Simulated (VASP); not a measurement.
# Ba2SiGe in VASP: notebook

Ba2SiGe is run at these levels: PBE; tasks: single point.

All numbers are computed with VASP 6.6.1; they aren't measurements. Logs are shortened: lines on timing, memory, paths and dates and some standing lists are left out, and cuts for length are marked.

### Step 1. The cell of the first run

The cell holds a sheet with vacuum, 4 atoms: a = 4.360 Å, b = 4.360 Å, c = 18.000 Å, α = 90.00°, β = 90.00°, γ = 90.00°.

### Step 2. Single point, PBE

INCAR reads:

```
SYSTEM = Ba2SiGe
PREC = Accurate
ENCUT = 520
EDIFF = 1E-6
ISMEAR = 0
SIGMA = 0.1
LREAL = .FALSE.
LASPH = .TRUE.
NELM = 80
ALGO = Normal
ISIF = 2
LWAVE = .FALSE.
LCHARG = .FALSE.
LDIPOL = .TRUE.
IDIPOL = 3
DIPOL = 0.5 0.5 0.502
GGA = PE
NBANDS = 27
```

KPOINTS reads:

```
regular mesh
0
G
  4 4 1
  0 0 0
```

POSCAR reads:

```
Ba2SiGe
1.0
    4.3596239600      0.0000000000      0.0000000000
    0.0000000000      4.3596239600      0.0000000000
    0.0000000000      0.0000000000     18.0000000000
Ba Si Ge
2 1 1
Direct
    0.0000000000      0.5000000000      0.4274957600
    0.5000000000      0.0000000000      0.5785042400
    0.0000000000      0.5000000000      0.6015616600
    0.5000000000      0.0000000000      0.3984383400
```

Potentials or basis: VASP PAW PBE potentials, release 64 (Ba_sv, Si, Ge_d).

The run is started by

```
> cat potpaw_PBE.64/Ba_sv/POTCAR potpaw_PBE.64/Si/POTCAR potpaw_PBE.64/Ge_d/POTCAR > POTCAR
> mpirun -np 1 vasp_std > vasp.out
```

OUTCAR:

```text
SYSTEM = Ba2SiGe
   PREC = Accurate
   ENCUT = 520
   EDIFF = 1E-6
   ISMEAR = 0
   LREAL = .FALSE.
   LASPH = .TRUE.
   NELM = 80
   ISIF = 2
   GGA = PE

 ion  position               nearest neighbor table
   1  0.000  0.500  0.427-   4 3.13   4 3.13   4 3.13   4 3.13   3 3.13   2 4.11   2 4.11   2 4.11
                             2 4.11
   2  0.500  0.000  0.579-   3 3.11   3 3.11   3 3.11   3 3.11   4 3.24   1 4.11   1 4.11   1 4.11
                             1 4.11
   3  0.000  0.500  0.602-   2 3.11   2 3.11   2 3.11   2 3.11   1 3.13
   4  0.500  0.000  0.398-   1 3.13   1 3.13   1 3.13   1 3.13   2 3.24

  LATTYP: Found a simple tetragonal cell.
 ALAT       =     4.3596239600
 C/A-ratio  =     4.1287964662

  Lattice vectors:

 A1 = (   4.3596239600,   0.0000000000,   0.0000000000)
 A2 = (   0.0000000000,   4.3596239600,   0.0000000000)
 A3 = (   0.0000000000,   0.0000000000,  18.0000000000)

Analysis of symmetry for initial positions (statically):
=====================================================================
 Subroutine PRICEL returns:
 Original cell was already a primitive cell.

 Routine SETGRP: Setting up the symmetry group for a
 simple tetragonal supercell.

 Subroutine GETGRP returns: Found  8 space group operations
 (whereof  4 operations were pure point group operations)
 out of a pool of 16 trial point group operations.

The static configuration has the point symmetry C_2v.
 The point group associated with its full space group is C_4v.

Analysis of symmetry for dynamics (positions and initial velocities):
=====================================================================
 Subroutine PRICEL returns:
 Original cell was already a primitive cell.

 Routine SETGRP: Setting up the symmetry group for a
 simple tetragonal supercell.

 Subroutine GETGRP returns: Found  8 space group operations
 (whereof  4 operations were pure point group operations)
 out of a pool of 16 trial point group operations.

The dynamic configuration has the point symmetry C_2v.
 The point group associated with its full space group is C_4v.

 Subroutine INISYM returns: Found  8 space group operations
 (whereof  4 operations are pure point group operations),
 and found     1 'primitive' translations

----------------------------------------------------------------------------------------

                                     Primitive cell

  volume of cell :     342.1138

  direct lattice vectors                    reciprocal lattice vectors
     4.359623960  0.000000000  0.000000000     0.229377581  0.000000000  0.000000000
     0.000000000  4.359623960  0.000000000     0.000000000  0.229377581  0.000000000
     0.000000000  0.000000000 18.000000000     0.000000000  0.000000000  0.055555556

  length of vectors
     4.359623960  4.359623960 18.000000000     0.229377581  0.229377581  0.055555556

  position of ions in fractional coordinates (direct lattice)
     0.000000000  0.500000000  0.427495760
     0.500000000  0.000000000  0.578504240
     0.000000000  0.500000000  0.601561660
     0.500000000  0.000000000  0.398438340

  ion indices of the primitive-cell ions
   primitive index   ion index
                 1           1
                 2           2
                 3           3
                 4           4

----------------------------------------------------------------------------------------

 KPOINTS: regular mesh

Automatic generation of k-mesh.
 Grid dimensions read from file:
 generate k-points for:    4    4    1

 Generating k-lattice:

  Cartesian coordinates                     Fractional coordinates (reciprocal lattice)
     0.057344395  0.000000000  0.000000000     0.250000000  0.000000000  0.000000000
     0.000000000  0.057344395  0.000000000     0.000000000  0.250000000  0.000000000
     0.000000000  0.000000000  0.055555556     0.000000000  0.000000000  1.000000000

  Length of vectors
     0.057344395  0.057344395  0.055555556

  Shift w.r.t. Gamma in fractional coordinates (k-lattice)
     0.000000000  0.000000000  0.000000000

 Subroutine IBZKPT returns following result:
 ===========================================

 Found      6 irreducible k-points:

 Following reciprocal coordinates:
            Coordinates               Weight
  0.000000  0.000000  0.000000      1.000000
  0.250000  0.000000  0.000000      4.000000
  0.500000  0.000000  0.000000      2.000000
  0.250000  0.250000  0.000000      4.000000
  0.500000  0.250000  0.000000      4.000000
  0.500000  0.500000  0.000000      1.000000
   k-points           NKPTS =      6   k-points in BZ     NKDIM =      6   number of bands    NBANDS=     27
   number of dos      NEDOS =    301   number of ions     NIONS =      4
   total plane-waves  NPLWV = 143360
   dimension x,y,z NGX =    32 NGY =   32 NGZ =  140
   dimension x,y,z NGXF=    64 NGYF=   64 NGZF=  280
   ions per type =               2   1   1
   NGX,Y,Z   is equivalent  to a cutoff of  12.20, 12.20, 12.93 a.u.
   NGXF,Y,Z  is equivalent  to a cutoff of  24.41, 24.41, 25.86 a.u.
 SYSTEM =  Ba2SiGe
   PREC   = accura    normal or accurate (medium, high low for compatibility)
   ISTART =      0    job   : 0-new  1-cont  2-samecut
   ICHARG =      2    charge: 1-file 2-atom 10-const
   ISPIN  =      1    spin polarized calculation?
   LNONCOLLINEAR =      F non collinear calculations
   LSORBIT =      F    spin-orbit coupling
   LASPH  =      T    aspherical Exc in radial PAW
   ENCUT  =  520.0 eV  38.22 Ry    6.18 a.u.   8.11  8.11 33.47*2*pi/ulx,y,z
   NELM   =     80;   NELMIN=  2; NELMDL= -5     # of ELM steps
   EDIFF  = 0.1E-05   stopping-criterion for ELM
   LREAL  =      F    real-space projection
   EDIFFG = 0.1E-04   stopping-criterion for IOM
   NSW    =      0    number of steps for IOM
   IBRION =     -1    ionic relax: 0-MD 1-quasi-New 2-CG
   NFREE  =      0    steps in history (QN), initial steepest desc. (CG)
   ISIF   =      2    stress and relaxation
   ISYM   =      2    0-nonsym 1-usesym 2-fastsym
   POTIM  = 0.5000    time-step for ionic-motion
   TEBEG  =    0.0;   TEEND  =   0.0 temperature during run
   PSTRESS=    0.0 pullay stress
   NELECT =      38.0000    total number of electrons
   NUPDOWN=      -1.0000    fix difference up-down
   EMIN   =  10.00;   EMAX   =-10.00  energy-range for DOS
   EFERMI =   0.00;   METHOD = LEGACY
   ISMEAR =     0;   SIGMA  =   0.10  broadening in eV -4-tet -1-fermi 0-gaus
   EFERMI_NEDOS =   21; number of points for ismear=-14 and -15
   IALGO  =     38    algorithm
   IMIX   =      4    mixing-type and parameters
     AMIX     =   0.40;   BMIX     =  1.00
     AMIX_MAG =   1.60;   BMIX_MAG =  1.00
  volume/ion in A,a.u.               =      85.53       577.17
  Fermi-wavevector in a.u.,A,eV,Ry     =   0.786948  1.487115  8.425906  0.619287
  Thomas-Fermi vector in A             =   1.891589
   LORBIT       =      0    0 simple, 1 ext, 2 COOP (PROOUT), +10 PAW based schemes
   GGA     = PE    functional components
   LHFCALC =     F    Hartree Fock is set to
   AEXX    =    0.0000 exact exchange contribution
   IVDW    =     0    specifies the selected vdW correction
   LEPSILON=     F    determine dielectric tensor
   LRPA    =     F    only Hartree local field effects (RPA)
 non-spin polarized calculation
 Gauss-broadening in eV      SIGMA  =   0.10
  energy-cutoff  :      520.00
  volume of cell :      342.11
 maximum number of plane-waves:      9280
   NGX = 17   NGY = 17   NGZ = 67

 dipolmoment           0.000000      0.000000      0.002650 electrons x Angstroem

 number of electron      37.9999988 magnetization

 dipolmoment           0.000000      0.000000     -0.001186 electrons x Angstroem

 Free energy of the ion-electron system (eV)
  ---------------------------------------------------
  ext. energy  EPLUGINS =         0.00000000
  ---------------------------------------------------
  free energy    TOTEN  =       -11.53968540 eV

  energy without entropy =      -11.50245559  energy(sigma->0) =      -11.52107049

 E-fermi :  -1.5031     XC(G=0):  -4.1053

 val. band max:       -1.5985966169   @ k =   0.2500   0.0000   0.0000
 cond. band min:      -1.4730120995   @ k =   0.5000   0.5000   0.0000
 fundamental gap:      0.1255845175
 Fermi energy:        -1.5030687074

 k-point     1 :       0.0000    0.0000    0.0000
  band No.  band energies     occupation
      1     -28.8818      2.00000
      2     -28.7737      2.00000
      3     -25.4427      2.00000
      4     -25.4296      2.00000
      5     -25.3876      2.00000
      6     -25.3876      2.00000
[... 19 lines left out ...]
     26       1.4006      0.00000
     27       1.8921      0.00000

 k-point     2 :       0.2500    0.0000    0.0000
  band No.  band energies     occupation
      1     -28.8586      2.00000
      2     -28.7710      2.00000
      3     -25.4439      2.00000
      4     -25.4288      2.00000
      5     -25.3876      2.00000
      6     -25.3875      2.00000
[... 19 lines left out ...]
     26       1.7574      0.00000
     27       2.9858      0.00000

 k-point     3 :       0.5000    0.0000    0.0000
  band No.  band energies     occupation
      1     -28.8317      2.00000
      2     -28.7719      2.00000
      3     -25.4451      2.00000
      4     -25.4280      2.00000
      5     -25.3875      2.00000
      6     -25.3874      2.00000
[... 19 lines left out ...]
     26       2.9339      0.00000
     27       3.0176      0.00000

 k-point     4 :       0.2500    0.2500    0.0000
  band No.  band energies     occupation
      1     -28.8411      2.00000
      2     -28.7651      2.00000
      3     -25.4419      2.00000
      4     -25.4279      2.00000
      5     -25.3879      2.00000
      6     -25.3875      2.00000
[... 19 lines left out ...]
     26       2.6044      0.00000
     27       2.9235      0.00000

 k-point     5 :       0.5000    0.2500    0.0000
  band No.  band energies     occupation
      1     -28.8224      2.00000
      2     -28.7604      2.00000
      3     -25.4399      2.00000
      4     -25.4270      2.00000
      5     -25.3878      2.00000
      6     -25.3878      2.00000
[... 19 lines left out ...]
     26       3.5643      0.00000
     27       3.5852      0.00000

 k-point     6 :       0.5000    0.5000    0.0000
  band No.  band energies     occupation
      1     -28.8132      2.00000
      2     -28.7488      2.00000
      3     -25.4345      2.00000
      4     -25.4261      2.00000
      5     -25.3882      2.00000
      6     -25.3882      2.00000
[... 19 lines left out ...]
     26       3.6750      0.00000
     27       3.6750      0.00000

------------------------ aborting loop because EDIFF is reached ----------------------------------------

 vacuum level on the upper side and lower side of the slab       (xc-potential included)        -0.151        -0.143

  FORCE on cell =-STRESS in cart. coord.  units (eV):
  Direction    XX          YY          ZZ          XY          YZ          ZX
  --------------------------------------------------------------------------------------
  -------------------------------------------------------------------------------------
  Total        5.3310501      5.3310501      4.9559254      0.0000000      0.0000000      0.0000000
  in kB       24.9662193     24.9662193     23.2094463      0.0000000      0.0000000      0.0000000
  external PRESSURE =      24.3806283 kB  Pullay stress =       0.0000000 kB

 VOLUME and BASIS-vectors are now :
 -----------------------------------------------------------------------------
  energy-cutoff  :      520.00
  volume of cell :      342.11
      direct lattice vectors                 reciprocal lattice vectors
     4.359623960  0.000000000  0.000000000     0.229377581  0.000000000  0.000000000
     0.000000000  4.359623960  0.000000000     0.000000000  0.229377581  0.000000000
     0.000000000  0.000000000 18.000000000     0.000000000  0.000000000  0.055555556

 POSITION                                       TOTAL-FORCE (eV/Angst)
 -----------------------------------------------------------------------------------
      0.00000      2.17981      7.69492         0.000000      0.000000     -0.921670
      2.17981      0.00000     10.41308         0.000000      0.000000      0.834878
      0.00000      2.17981     10.82811         0.000000      0.000000      0.750246
      2.17981      0.00000      7.17189         0.000000      0.000000     -0.663454
 -----------------------------------------------------------------------------------
    total drift:                                0.000000     -0.000000      0.000323

  FREE ENERGIE OF THE ION-ELECTRON SYSTEM (eV)
  ---------------------------------------------------
  free  energy   TOTEN  =       -11.5396854007 eV

  energy  without entropy=      -11.5024555873  energy(sigma->0) =      -11.52107049

 vacuum level on the upper side and lower side of the slab         2.744         2.754
```

Wall time 50 s (1 thread of Intel Xeon 6975P-C (Granite Rapids), shared host); peak memory 0.39 GiB.

Results:

```yaml
Free_energy: -11.5397 eV
Largest_force: 0.922 eV/Å
Band_gap_on_the_k_mesh: zero (bands 19 and 20 overlap by 1.49 eV)
```

Forces in eV/Å, atoms in the order of the input:
```
Ba   0.000  0.000 -0.922
Ba   0.000  0.000  0.835
Si   0.000  0.000  0.750
Ge   0.000  0.000 -0.663
```

Levels at points of the mesh, in eV from the Fermi level:
| k point | band 15 | band 16 | band 17 | band 18 | band 19 | band 20 | band 21 | band 22 | band 23 | band 24 |
| --- | --- | --- | --- | --- | --- | --- | --- | --- | --- | --- |
| (0.00, 0.00, 0.00) | -6.72 | -0.70 | -0.26 | 0.28 | 1.07 | 1.07 | 1.43 | 1.43 | 1.61 | 2.68 |
| (0.50, 0.00, 0.00) | -5.50 | -2.00 | -1.98 | -0.69 | -0.64 | -0.42 | -0.40 | 3.11 | 3.15 | 4.36 |
| (0.50, 0.50, 0.00) | -6.46 | 0.03 | 0.03 | 0.19 | 0.25 | 0.38 | 0.38 | 0.96 | 0.96 | 4.66 |

Caveat: the k points lie up to 0.36 Å⁻¹ apart, too coarse for converged energies and pressures of a metal; spin-orbit coupling is left out, which moves the levels of the heavy elements.

[end of part 1 of 2]

The gap in the log of VASP goes by the Fermi energy; the results here count the filled bands.